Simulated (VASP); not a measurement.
# Hf (P6_3/mmc) in VASP: electric field gradients with PBE

Aim: the electric field gradients of Hf with PBE.

Program: VASP 6.6.1. These are calculated values, not measurements. Logs are shortened: lines on timing, memory, paths and dates and some standing lists are left out, and cuts for length are marked.

**1. The cell of the first run**

It takes space group P6_3/mmc (No. 194, hexagonal). The conventional cell has a = 3.206 Å, b = 3.206 Å, c = 5.065 Å, α = 90.00°, β = 90.00°, γ = 120.00°. Within 4.1 Å of Hf (site symmetry -6m2) lie 12 Hf at 3.14 to 3.21 Å.

**2. Electric field gradients, PBE**

File INCAR:

```
  PREC = Accurate
  ENCUT = 520
  EDIFF = 1E-8
  ISMEAR = 0
  SIGMA = 0.05
  LREAL = False
  LASPH = True
  NELM = 100
  ALGO = Fast
  ISIF = 2
  LWAVE = False
  LCHARG = False
  GGA = PE
  LEFG = True
  NBANDS = 17
```

File KPOINTS:

```
regular mesh
0
Gamma
  16 16 10
```

File POSCAR:

```
Hf
1.0
    3.2057721389      0.0000000000      0.0000000000
   -1.6028860695      2.7762801110      0.0000000000
    0.0000000000      0.0000000000      5.0654974694
Hf
2
Direct
    0.3333333333      0.6666666667      0.2500000000
    0.6666666667      0.3333333333      0.7500000000
```

Potentials or basis: VASP PAW PBE potentials, release 64 (Hf_pv).

Run with:

```console
> cat potpaw_PBE.64/Hf_pv/POTCAR > POTCAR
> mpirun -np 1 vasp_std > vasp.out
```

OUTCAR:

```text
PREC = Accurate
   ENCUT = 520
   EDIFF = 1E-8
   ISMEAR = 0
   LREAL = False
   LASPH = True
   NELM = 100
   ISIF = 2
   GGA = PE

 ion  position               nearest neighbor table
   1  0.333  0.667  0.250-   2 3.14   2 3.14   2 3.14   2 3.14   2 3.14   2 3.14
   2  0.667  0.333  0.750-   1 3.14   1 3.14   1 3.14   1 3.14   1 3.14   1 3.14

  LATTYP: Found a hexagonal cell.
 ALAT       =     3.2057721389
 C/A-ratio  =     1.5801177532

  Lattice vectors:

 A1 = (   3.2057721389,   0.0000000000,   0.0000000000)
 A2 = (  -1.6028860695,   2.7762801110,   0.0000000000)
 A3 = (   0.0000000000,   0.0000000000,   5.0654974694)

Analysis of symmetry for initial positions (statically):
=====================================================================
 Subroutine PRICEL returns:
 Original cell was already a primitive cell.

 Routine SETGRP: Setting up the symmetry group for a
 hexagonal supercell.

 Subroutine GETGRP returns: Found 24 space group operations
 (whereof 12 operations were pure point group operations)
 out of a pool of 24 trial point group operations.

The static configuration has the point symmetry D_3d.
 The point group associated with its full space group is D_6h.

Analysis of symmetry for dynamics (positions and initial velocities):
=====================================================================
 Subroutine PRICEL returns:
 Original cell was already a primitive cell.

 Routine SETGRP: Setting up the symmetry group for a
 hexagonal supercell.

 Subroutine GETGRP returns: Found 24 space group operations
 (whereof 12 operations were pure point group operations)
 out of a pool of 24 trial point group operations.

The dynamic configuration has the point symmetry D_3d.
 The point group associated with its full space group is D_6h.

 Subroutine INISYM returns: Found 24 space group operations
 (whereof 12 operations are pure point group operations),
 and found     1 'primitive' translations

----------------------------------------------------------------------------------------

                                     Primitive cell

  volume of cell :      45.0835

  direct lattice vectors                    reciprocal lattice vectors
     3.205772139  0.000000000  0.000000000     0.311937330  0.180097101  0.000000000
    -1.602886070  2.776280111  0.000000000     0.000000000  0.360194202  0.000000000
     0.000000000  0.000000000  5.065497469     0.000000000  0.000000000  0.197413977

  length of vectors
     3.205772139  3.205772139  5.065497469     0.360194202  0.360194202  0.197413977

  position of ions in fractional coordinates (direct lattice)
     0.333333333  0.666666667  0.250000000
     0.666666667  0.333333333  0.750000000

  ion indices of the primitive-cell ions
   primitive index   ion index
                 1           1
                 2           2

----------------------------------------------------------------------------------------

 KPOINTS: regular mesh

Automatic generation of k-mesh.
 Grid dimensions read from file:
 generate k-points for:   16   16   10

 Generating k-lattice:

  Cartesian coordinates                     Fractional coordinates (reciprocal lattice)
     0.019496083  0.011256069  0.000000000     0.062500000  0.000000000  0.000000000
     0.000000000  0.022512138  0.000000000     0.000000000  0.062500000  0.000000000
     0.000000000  0.000000000  0.019741398     0.000000000  0.000000000  0.100000000

  Length of vectors
     0.022512138  0.022512138  0.019741398

  Shift w.r.t. Gamma in fractional coordinates (k-lattice)
     0.000000000  0.000000000  0.000000000

 Subroutine IBZKPT returns following result:
 ===========================================

 Found    180 irreducible k-points:

 Following reciprocal coordinates:
            Coordinates               Weight
  0.000000  0.000000  0.000000      1.000000
  0.062500  0.000000  0.000000      6.000000
  0.125000  0.000000  0.000000      6.000000
  0.187500 -0.000000  0.000000      6.000000
  0.250000  0.000000  0.000000      6.000000
  0.312500  0.000000  0.000000      6.000000
[... 16 lines left out ...]
  0.187500  0.187500  0.000000      6.000000
  0.250000  0.187500  0.000000     12.000000
 [... further k-points ...]
   k-points           NKPTS =    180   k-points in BZ     NKDIM =    180   number of bands    NBANDS=     17
   number of dos      NEDOS =    301   number of ions     NIONS =      2
   total plane-waves  NPLWV =  23040
   dimension x,y,z NGX =    24 NGY =   24 NGZ =   40
   dimension x,y,z NGXF=    48 NGYF=   48 NGZF=   80
   ions per type =               2
   NGX,Y,Z   is equivalent  to a cutoff of  12.45, 12.45, 13.13 a.u.
   NGXF,Y,Z  is equivalent  to a cutoff of  24.89, 24.89, 26.26 a.u.
 SYSTEM =  unknown system
   PREC   = accura    normal or accurate (medium, high low for compatibility)
   ISTART =      0    job   : 0-new  1-cont  2-samecut
   ICHARG =      2    charge: 1-file 2-atom 10-const
   ISPIN  =      1    spin polarized calculation?
   LNONCOLLINEAR =      F non collinear calculations
   LSORBIT =      F    spin-orbit coupling
   LASPH  =      T    aspherical Exc in radial PAW
   ENCUT  =  520.0 eV  38.22 Ry    6.18 a.u.   5.96  5.96  9.42*2*pi/ulx,y,z
   NELM   =    100;   NELMIN=  2; NELMDL= -5     # of ELM steps
   EDIFF  = 0.1E-07   stopping-criterion for ELM
   LREAL  =      F    real-space projection
   EDIFFG = 0.1E-06   stopping-criterion for IOM
   NSW    =      0    number of steps for IOM
   IBRION =     -1    ionic relax: 0-MD 1-quasi-New 2-CG
   NFREE  =      0    steps in history (QN), initial steepest desc. (CG)
   ISIF   =      2    stress and relaxation
   ISYM   =      2    0-nonsym 1-usesym 2-fastsym
   POTIM  = 0.5000    time-step for ionic-motion
   TEBEG  =    0.0;   TEEND  =   0.0 temperature during run
   PSTRESS=    0.0 pullay stress
   NELECT =      20.0000    total number of electrons
   NUPDOWN=      -1.0000    fix difference up-down
   EMIN   =  10.00;   EMAX   =-10.00  energy-range for DOS
   EFERMI =   0.00;   METHOD = LEGACY
   ISMEAR =     0;   SIGMA  =   0.05  broadening in eV -4-tet -1-fermi 0-gaus
   EFERMI_NEDOS =   21; number of points for ismear=-14 and -15
   IALGO  =     68    algorithm
   IMIX   =      4    mixing-type and parameters
     AMIX     =   0.40;   BMIX     =  1.00
     AMIX_MAG =   1.60;   BMIX_MAG =  1.00
  volume/ion in A,a.u.               =      22.54       152.12
  Fermi-wavevector in a.u.,A,eV,Ry     =   1.248568  2.359451 21.210417  1.558922
  Thomas-Fermi vector in A             =   2.382648
   LORBIT       =      0    0 simple, 1 ext, 2 COOP (PROOUT), +10 PAW based schemes
   GGA     = PE    functional components
   LHFCALC =     F    Hartree Fock is set to
   AEXX    =    0.0000 exact exchange contribution
   IVDW    =     0    specifies the selected vdW correction
   LEPSILON=     F    determine dielectric tensor
   LRPA    =     F    only Hartree local field effects (RPA)
 non-spin polarized calculation
 RMM-DIIS sequential band-by-band and
 Gauss-broadening in eV      SIGMA  =   0.05
  energy-cutoff  :      520.00
  volume of cell :       45.08
 maximum number of plane-waves:      1236
 NGX is ok and might be reduce to    24
   NGX = 11   NGY = 11   NGZ = 19

 number of electron      20.0000005 magnetization

 Free energy of the ion-electron system (eV)
  ---------------------------------------------------
  ext. energy  EPLUGINS =         0.00000000
  ---------------------------------------------------
  free energy    TOTEN  =       -19.85082100 eV

  energy without entropy =      -19.84855904  energy(sigma->0) =      -19.84969002

 E-fermi :   4.8812     XC(G=0): -11.2489

 val. band max:        4.8742440958   @ k =   0.3125   0.2500   0.4000
 cond. band min:       4.8819276448   @ k =   0.1875  -0.0000   0.3000
 fundamental gap:      0.0076835490
 Fermi energy:         4.8812148712

 k-point     1 :       0.0000    0.0000    0.0000
  band No.  band energies     occupation
      1     -26.2188      2.00000
      2     -25.4921      2.00000
      3     -25.4921      2.00000
      4     -25.3717      2.00000
      5     -25.3666      2.00000
      6     -25.3666      2.00000
[... 9 lines left out ...]
     16       7.4768      0.00000
     17      10.1561      0.00000

 k-point     2 :       0.0625    0.0000    0.0000
  band No.  band energies     occupation
      1     -26.2089      2.00000
      2     -25.5131      2.00000
      3     -25.4992      2.00000
      4     -25.3888      2.00000
      5     -25.3762      2.00000
      6     -25.3693      2.00000
[... 9 lines left out ...]
     16       7.3628      0.00000
     17      10.2532      0.00000

 k-point     3 :       0.1250    0.0000    0.0000
  band No.  band energies     occupation
      1     -26.1800      2.00000
      2     -25.5730      2.00000
      3     -25.5191      2.00000
      4     -25.4512      2.00000
      5     -25.3900      2.00000
      6     -25.3776      2.00000
[... 9 lines left out ...]
     16       7.2723      0.00000
     17      10.4708      0.00000

 k-point     4 :       0.1875   -0.0000    0.0000
  band No.  band energies     occupation
      1     -26.1343      2.00000
      2     -25.6626      2.00000
      3     -25.5478      2.00000
      4     -25.5422      2.00000
      5     -25.4130      2.00000
      6     -25.3909      2.00000
[... 9 lines left out ...]
     16       7.7714      0.00000
     17      10.7224      0.00000
[... 343 lines left out ...]
      1     -26.0200      2.00000
      2     -25.8782      2.00000
      3     -25.8387      2.00000
      4     -25.7055      2.00000
      5     -25.6057      2.00000
      6     -25.5072      2.00000
[... 9 lines left out ...]
     16      11.0001      0.00000
     17      11.7870      0.00000

 k-point    23 :       0.1875    0.1875    0.0000
  band No.  band energies     occupation
      1     -25.9920      2.00000
      2     -25.8167      2.00000
      3     -25.8120      2.00000
      4     -25.6046      2.00000
      5     -25.4950      2.00000
      6     -25.4855      2.00000
[... 9 lines left out ...]
     16       9.8520      0.00000
     17      10.8073      0.00000

 k-point    24 :       0.2500    0.1875    0.0000
  band No.  band energies     occupation
      1     -25.9273      2.00000
      2     -25.8974      2.00000
      3     -25.8425      2.00000
      4     -25.6551      2.00000
      5     -25.5383      2.00000
      6     -25.5228      2.00000
[... 9 lines left out ...]
     16      10.7261      0.00000
     17      10.8072      0.00000

 [... further k-points ...]

------------------------ aborting loop because EDIFF is reached ----------------------------------------

  FORCE on cell =-STRESS in cart. coord.  units (eV):
  Direction    XX          YY          ZZ          XY          YZ          ZX
  --------------------------------------------------------------------------------------
  -------------------------------------------------------------------------------------
  Total       -0.1133444     -0.1133444     -0.1520986      0.0000000      0.0000000     -0.0000000
  in kB       -4.0280282     -4.0280282     -5.4052737      0.0000000      0.0000000     -0.0000000
  external PRESSURE =      -4.4871100 kB  Pullay stress =       0.0000000 kB

 VOLUME and BASIS-vectors are now :
 -----------------------------------------------------------------------------
  energy-cutoff  :      520.00
  volume of cell :       45.08
      direct lattice vectors                 reciprocal lattice vectors
     3.205772139  0.000000000  0.000000000     0.311937330  0.180097101  0.000000000
    -1.602886070  2.776280111  0.000000000     0.000000000  0.360194202  0.000000000
     0.000000000  0.000000000  5.065497469     0.000000000  0.000000000  0.197413977

 POSITION                                       TOTAL-FORCE (eV/Angst)
 -----------------------------------------------------------------------------------
     -0.00000      1.85085      1.26637        -0.000000      0.000000      0.000000
      1.60289      0.92543      3.79912         0.000000      0.000000      0.000000
 -----------------------------------------------------------------------------------
    total drift:                                0.000000     -0.000000      0.000000

  FREE ENERGIE OF THE ION-ELECTRON SYSTEM (eV)
  ---------------------------------------------------
  free  energy   TOTEN  =       -19.8508209981 eV

  energy  without entropy=      -19.8485590372  energy(sigma->0) =      -19.84969002

 Electric field gradients (V/A^2)
---------------------------------------------------------------------
 ion       V_xx      V_yy      V_zz      V_xy      V_xz      V_yz
---------------------------------------------------------------------
   1     -41.139   -41.138    82.277     0.000    -0.000     0.000
   2     -41.139   -41.138    82.277     0.000     0.000    -0.000
---------------------------------------------------------------------

 Electric field gradients after diagonalization (V/A^2)
 (convention: |V_zz| > |V_xx| > |V_yy|)
----------------------------------------------------------------------
 ion       V_xx      V_yy      V_zz     asymmetry (V_yy - V_xx)/ V_zz
----------------------------------------------------------------------
   1     -41.139   -41.138    82.277       0.000
   2     -41.139   -41.138    82.277       0.000
----------------------------------------------------------------------

           NMR quadrupolar parameters

 Cq : quadrupolar parameter    Cq=e*Q*V_zz/h
 eta: asymmetry parameters     (V_yy - V_xx)/ V_zz
 Q  : nuclear electric quadrupole moment in mb (millibarn)
----------------------------------------------------------------------
 ion       Cq(MHz)       eta       Q (mb)
----------------------------------------------------------------------
   1       0.199       0.000       1.000
   2       0.199       0.000       1.000
----------------------------------------------------------------------
```

Run time: 3.6 min. Hardware: 1 thread of Intel Xeon 8259CL, shared host; peak memory 0.25 GiB.

What came out:

```yaml
Free_energy: -19.8508 eV
Pressure: -0.4 GPa
Band_gap_on_the_k_mesh: zero (bands 10 and 11 overlap by 1.56 eV)
Largest_electric_field_gradient_by_atom: Hf +82.3 V/Å²
```

Stress tensor (GPa, compression positive):
```
-0.40  0.00  0.00
 0.00 -0.40  0.00
 0.00  0.00 -0.54
```

Electric field gradients, principal values (V/Å²):
```csv
atom,least,middle,greatest (by size)
1 Hf,-41.138,-41.139,82.277
2 Hf,-41.138,-41.139,82.277
```

Caveat: without QUAD_EFG the Cq values of the log hold for a quadrupole moment of 1 mb, not for the nuclei; spin-orbit coupling is left out, which moves the levels of the heavy elements.
